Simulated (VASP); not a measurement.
# Sr (Fm-3m) in VASP: further runs, part 2 of 2

VASP 6.6.1. Earlier steps stand in the parts before.

**3. Relaxation of cell and atoms, PBE, target pressure 33 GPa, at which the enthalpy is minimised**

This run uses another cell than the first one, of 23.56 Å³/atom, 1.006 times its volume.

INCAR

```
PREC = Accurate
ENCUT = 600
EDIFF = 1E-6
ISMEAR = -1
SIGMA = 0.05
LREAL = False
LASPH = True
NELM = 60
ALGO = Normal
ISIF = 3
LWAVE = False
LCHARG = False
GGA = PE
IBRION = 2
NSW = 60
EDIFFG = -0.005
PSTRESS = 330.0
```

KPOINTS

```
regular mesh
0
Gamma
  15 15 15
```

POSCAR

```
Sr
1.0
    0.0000000000      2.2752584338      2.2752584338
    2.2752584338      0.0000000000      2.2752584338
    2.2752584338      2.2752584338      0.0000000000
Sr
1
Direct
    0.0000000000      0.0000000000      0.0000000000
```

Potentials or basis: VASP PAW PBE potentials, release 64 (Sr_sv).

On the command line:

```
cat potpaw_PBE.64/Sr_sv/POTCAR > POTCAR
mpirun -np 1 vasp_std > vasp.out
```

OUTCAR:

```text
PREC = Accurate
   ENCUT = 600
   EDIFF = 1E-6
   ISMEAR = -1
   LREAL = False
   LASPH = True
   NELM = 60
   ISIF = 3
   GGA = PE
   IBRION = 2
   NSW = 60
   EDIFFG = -0.005
   PSTRESS = 330.0

 ion  position               nearest neighbor table
   1  0.000  0.000  0.000-

  LATTYP: Found a face centered cubic cell.
 ALAT       =     4.5505168676

  Lattice vectors:

 A1 = (   0.0000000000,   2.2752584338,   2.2752584338)
 A2 = (   2.2752584338,   0.0000000000,   2.2752584338)
 A3 = (   2.2752584338,   2.2752584338,   0.0000000000)

Analysis of symmetry for initial positions (statically):
=====================================================================
 Subroutine PRICEL returns:
 Original cell was already a primitive cell.

 Routine SETGRP: Setting up the symmetry group for a
 face centered cubic supercell.

 Subroutine GETGRP returns: Found 48 space group operations
 (whereof 48 operations were pure point group operations)
 out of a pool of 48 trial point group operations.

The static configuration has the point symmetry O_h .

Analysis of symmetry for dynamics (positions and initial velocities):
=====================================================================
 Subroutine PRICEL returns:
 Original cell was already a primitive cell.

 Routine SETGRP: Setting up the symmetry group for a
 face centered cubic supercell.

 Subroutine GETGRP returns: Found 48 space group operations
 (whereof 48 operations were pure point group operations)
 out of a pool of 48 trial point group operations.

The dynamic configuration has the point symmetry O_h .

 Subroutine INISYM returns: Found 48 space group operations
 (whereof 48 operations are pure point group operations),
 and found     1 'primitive' translations

----------------------------------------------------------------------------------------

                                     Primitive cell

  volume of cell :      23.5571

  direct lattice vectors                    reciprocal lattice vectors
     0.000000000  2.275258434  2.275258434    -0.219755256  0.219755256  0.219755256
     2.275258434  0.000000000  2.275258434     0.219755256 -0.219755256  0.219755256
     2.275258434  2.275258434  0.000000000     0.219755256  0.219755256 -0.219755256

  length of vectors
     3.217701335  3.217701335  3.217701335     0.380627269  0.380627269  0.380627269

  position of ions in fractional coordinates (direct lattice)
     0.000000000  0.000000000  0.000000000

  ion indices of the primitive-cell ions
   primitive index   ion index
                 1           1

----------------------------------------------------------------------------------------

 KPOINTS: regular mesh

Automatic generation of k-mesh.
 Grid dimensions read from file:
 generate k-points for:   15   15   15

 Generating k-lattice:

  Cartesian coordinates                     Fractional coordinates (reciprocal lattice)
    -0.014650350  0.014650350  0.014650350     0.066666667  0.000000000  0.000000000
     0.014650350 -0.014650350  0.014650350     0.000000000  0.066666667  0.000000000
     0.014650350  0.014650350 -0.014650350     0.000000000  0.000000000  0.066666667

  Length of vectors
     0.025375151  0.025375151  0.025375151

  Shift w.r.t. Gamma in fractional coordinates (k-lattice)
     0.000000000  0.000000000  0.000000000

 Subroutine IBZKPT returns following result:
 ===========================================

 Found    120 irreducible k-points:

 Following reciprocal coordinates:
            Coordinates               Weight
  0.000000  0.000000  0.000000      1.000000
  0.066667  0.000000  0.000000      8.000000
  0.133333  0.000000  0.000000      8.000000
  0.200000  0.000000  0.000000      8.000000
  0.266667  0.000000  0.000000      8.000000
  0.333333  0.000000  0.000000      8.000000
[... 16 lines left out ...]
  0.133333  0.133333  0.000000      6.000000
  0.200000  0.133333  0.000000     24.000000
 [... further k-points ...]
   k-points           NKPTS =    120   k-points in BZ     NKDIM =    120   number of bands    NBANDS=      9
   number of dos      NEDOS =    301   number of ions     NIONS =      1
   total plane-waves  NPLWV =  21952
   dimension x,y,z NGX =    28 NGY =   28 NGZ =   28
   dimension x,y,z NGXF=    56 NGYF=   56 NGZF=   56
   ions per type =               1
   NGX,Y,Z   is equivalent  to a cutoff of  14.47, 14.47, 14.47 a.u.
   NGXF,Y,Z  is equivalent  to a cutoff of  28.93, 28.93, 28.93 a.u.
 SYSTEM =  unknown system
   PREC   = accura    normal or accurate (medium, high low for compatibility)
   ISTART =      0    job   : 0-new  1-cont  2-samecut
   ICHARG =      2    charge: 1-file 2-atom 10-const
   ISPIN  =      1    spin polarized calculation?
   LNONCOLLINEAR =      F non collinear calculations
   LSORBIT =      F    spin-orbit coupling
   LASPH  =      T    aspherical Exc in radial PAW
   ENCUT  =  600.0 eV  44.10 Ry    6.64 a.u.   6.43  6.43  6.43*2*pi/ulx,y,z
   NELM   =     60;   NELMIN=  2; NELMDL= -5     # of ELM steps
   EDIFF  = 0.1E-05   stopping-criterion for ELM
   LREAL  =      F    real-space projection
   EDIFFG = -.5E-02   stopping-criterion for IOM
   NSW    =     60    number of steps for IOM
   IBRION =      2    ionic relax: 0-MD 1-quasi-New 2-CG
   NFREE  =      1    steps in history (QN), initial steepest desc. (CG)
   ISIF   =      3    stress and relaxation
   ISYM   =      2    0-nonsym 1-usesym 2-fastsym
   POTIM  = 0.5000    time-step for ionic-motion
   TEBEG  =    0.0;   TEEND  =   0.0 temperature during run
   PSTRESS=  330.0 pullay stress
   NELECT =      10.0000    total number of electrons
   NUPDOWN=      -1.0000    fix difference up-down
   EMIN   =  10.00;   EMAX   =-10.00  energy-range for DOS
   EFERMI =   0.00;   METHOD = LEGACY
   ISMEAR =    -1;   SIGMA  =   0.05  broadening in eV -4-tet -1-fermi 0-gaus
   EFERMI_NEDOS =   21; number of points for ismear=-14 and -15
   IALGO  =     38    algorithm
   IMIX   =      4    mixing-type and parameters
     AMIX     =   0.40;   BMIX     =  1.00
     AMIX_MAG =   1.60;   BMIX_MAG =  1.00
  volume/ion in A,a.u.               =      23.56       158.97
  Fermi-wavevector in a.u.,A,eV,Ry     =   1.230365  2.325053 20.596485  1.513799
  Thomas-Fermi vector in A             =   2.365217
   LORBIT       =      0    0 simple, 1 ext, 2 COOP (PROOUT), +10 PAW based schemes
   GGA     = PE    functional components
   LHFCALC =     F    Hartree Fock is set to
   AEXX    =    0.0000 exact exchange contribution
   IVDW    =     0    specifies the selected vdW correction
   LEPSILON=     F    determine dielectric tensor
   LRPA    =     F    only Hartree local field effects (RPA)
 conjugate gradient relaxation of ions
 non-spin polarized calculation
  energy-cutoff  :      600.00
  volume of cell :       23.56
 maximum number of plane-waves:       804
 NGX is ok and might be reduce to    28
   NGX = 13   NGY = 13   NGZ = 13

 number of electron      10.0000000 magnetization

 Free energy of the ion-electron system (eV)
  ---------------------------------------------------
  ext. energy  EPLUGINS =         0.00000000
  ---------------------------------------------------
  free energy    TOTEN  =         0.25779324 eV

  energy without entropy =        0.26543277  energy(sigma->0) =        0.26161300

 E-fermi :   5.4520     XC(G=0): -10.5014

 val. band max:        5.4480948922   @ k =  -0.4667   0.2667   0.1333
 cond. band min:       5.4621818570   @ k =  -0.4000   0.4000   0.0000
 fundamental gap:      0.0140869648
 Fermi energy:         5.4519864351

 k-point     1 :       0.0000    0.0000    0.0000
  band No.  band energies     occupation
      1     -30.2514      2.00000
      2     -11.0156      2.00000
      3     -11.0156      2.00000
      4     -11.0156      2.00000
      5       1.6765      2.00000
      6       8.7215      0.00000
      7       8.7215      0.00000
      8       8.7215      0.00000
      9      12.2137      0.00000
[... 265 lines left out ...]
 k-point    24 :       0.2000    0.1333    0.0000
  band No.  band energies     occupation
      1     -30.0958      2.00000
      2     -11.7987      2.00000
      3     -11.2407      2.00000
      4     -11.2209      2.00000
      5       3.1780      2.00000
      6       7.1100      0.00000
      7       9.3498      0.00000
      8       9.6298      0.00000
      9      10.2731      0.00000

 [... further k-points ...]

------------------------ aborting loop because EDIFF is reached ----------------------------------------

  FORCE on cell =-STRESS in cart. coord.  units (eV):
  Direction    XX          YY          ZZ          XY          YZ          ZX
  --------------------------------------------------------------------------------------
  -------------------------------------------------------------------------------------
  Total        4.8527289      4.8527289      4.8527289      0.0000000      0.0000000     -0.0000000
  in kB      330.0459561    330.0459561    330.0459561      0.0000000      0.0000000     -0.0000000
  external PRESSURE =       0.0459561 kB  Pullay stress =     330.0000000 kB

 VOLUME and BASIS-vectors are now :
 -----------------------------------------------------------------------------
  energy-cutoff  :      600.00
  volume of cell :       23.56
      direct lattice vectors                 reciprocal lattice vectors
     0.000000000  2.275258434  2.275258434    -0.219755256  0.219755256  0.219755256
     2.275258434  0.000000000  2.275258434     0.219755256 -0.219755256  0.219755256
     2.275258434  2.275258434  0.000000000     0.219755256  0.219755256 -0.219755256

 POSITION                                       TOTAL-FORCE (eV/Angst)
 -----------------------------------------------------------------------------------
      0.00000      0.00000      0.00000        -0.000000     -0.000000     -0.000000
 -----------------------------------------------------------------------------------
    total drift:                               -0.000000     -0.000000     -0.000000

  FREE ENERGIE OF THE ION-ELECTRON SYSTEM (eV)
  ---------------------------------------------------
  free  energy   TOTEN  =         0.2577932411 eV

  energy  without entropy=        0.2654327664  energy(sigma->0) =        0.26161300

  enthalpy is  TOTEN    =         5.1098464156 eV   P V=        4.8520531745

 reached required accuracy - stopping structural energy minimisation
```

OSZICAR:

```text
N       E                     dE             d eps       ncg     rms          rms(c)
DAV:   1     0.389371591623E+02    0.38937E+02   -0.63560E+03  2168   0.122E+03
DAV:   2     0.116642800038E+01   -0.37771E+02   -0.37218E+02  2676   0.190E+02
DAV:   3     0.205474012193E+00   -0.96095E+00   -0.93061E+00  2730   0.248E+01
DAV:   4     0.181531600180E+00   -0.23942E-01   -0.23827E-01  2792   0.329E+00
DAV:   5     0.180744337140E+00   -0.78726E-03   -0.78686E-03  2770   0.402E-01    0.186E+01
DAV:   6     0.240873771178E+00    0.60129E-01   -0.64228E-02  2922   0.175E+00    0.108E+01
DAV:   7     0.258053170564E+00    0.17179E-01   -0.87678E-02  2948   0.184E+00    0.971E-01
DAV:   8     0.257737451189E+00   -0.31572E-03   -0.52644E-03  2348   0.667E-01    0.350E-01
DAV:   9     0.257789599338E+00    0.52148E-04   -0.13702E-04  2865   0.103E-01    0.692E-02
DAV:  10     0.257792862508E+00    0.32632E-05   -0.17940E-05  2838   0.572E-02    0.242E-02
DAV:  11     0.257793241115E+00    0.37861E-06   -0.65704E-07  1625   0.629E-03
   1 F= 0.51098464E+01 E0= 0.51136662E+01  d E =0.510985E+01
```

CONTCAR:

```text
Sr
   1.00000000000000
     0.0000000000000000    2.2752584337999999    2.2752584337999999
     2.2752584337999999    0.0000000000000000    2.2752584337999999
     2.2752584337999999    2.2752584337999999    0.0000000000000000
  Sr
     1
Direct
     0.0000000000000000    0.0000000000000000    0.0000000000000000

  0.00000000E+00  0.00000000E+00  0.00000000E+00
```

Run time: 14 s. Hardware: 1 thread of Intel Xeon 6975P-C (Granite Rapids), shared host; peak memory 0.18 GiB.

What came out:

```
Free energy             : 0.2578 eV
Pressure after relaxing : 33.0 GPa
Band gap on the k mesh  : zero (band 5 reaches 5.96 eV, above the bottom of band 6 at 4.50 eV)
```

Final structure:
```
Sr
1.0
     0.00000    2.27526    2.27526
     2.27526    0.00000    2.27526
     2.27526    2.27526    0.00000
Sr
1
Direct
  0.00000 0.00000 0.00000
```

Caveat: the relaxation stopped at its first step, so nothing moved; the cell is relaxed towards a set pressure, so the enthalpy falls and the energy may rise.
